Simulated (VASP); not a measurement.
**Ge: single point with LDA**

Ge:

```
CELL_PARAMETERS angstrom
0.01291 2.82130 2.82130
2.82130 0.01291 2.82130
2.82130 2.82130 0.01291
ATOMIC_POSITIONS crystal
Ge 0.00028 0.00028 0.00028
Ge 0.24972 0.24972 0.24972
```

- Program: VASP 6.6.1
- Task: single point
- Functional: LDA
- Potentials or basis: VASP PAW LDA potentials, release 64 (Ge_d)
- Cutoff: 520 eV
- k mesh: 12 × 12 × 12
- Occupations: gaussian, width 0.05 eV
- Spin: no spin polarisation

The pressure is -0.1 GPa, the largest force is 0.006 eV/Å and the band gap on the k mesh is zero (filled and empty bands touch).

Forces on the atoms (eV/Å):
```
Ge   0.004  0.004  0.004
Ge  -0.004 -0.004 -0.004
```

Stress tensor (GPa, compression positive):
```
-0.11 -0.30 -0.30
-0.30 -0.11 -0.30
-0.30 -0.30 -0.11
```

Levels at points of the mesh, in eV from the Fermi level:
```
           k point  band 10  band 11  band 12  band 13  band 14  band 15  band 16  band 17  band 18  band 19
(0.00, 0.00, 0.00)   -24.71   -12.94    -0.06    -0.03     0.00     0.00     2.47     2.53     2.53     6.22
(0.50, 0.00, 0.00)   -24.68   -10.81    -7.73    -1.48    -1.45     0.06     3.68     3.71     6.94    10.46
(0.50, 0.50, 0.00)   -24.67    -9.02    -8.99    -3.18    -3.12     0.59     0.66     9.50     9.52    11.56
(0.50, 0.50, 0.50)   -24.68   -10.85    -7.73    -1.41    -1.41     0.16     3.73     3.73     7.00    10.44
```

It took 97 s on 1 thread of Intel(R) Xeon(R) Platinum 8488C (Sapphire Rapids) (shared host), peak memory 0.25 GiB.
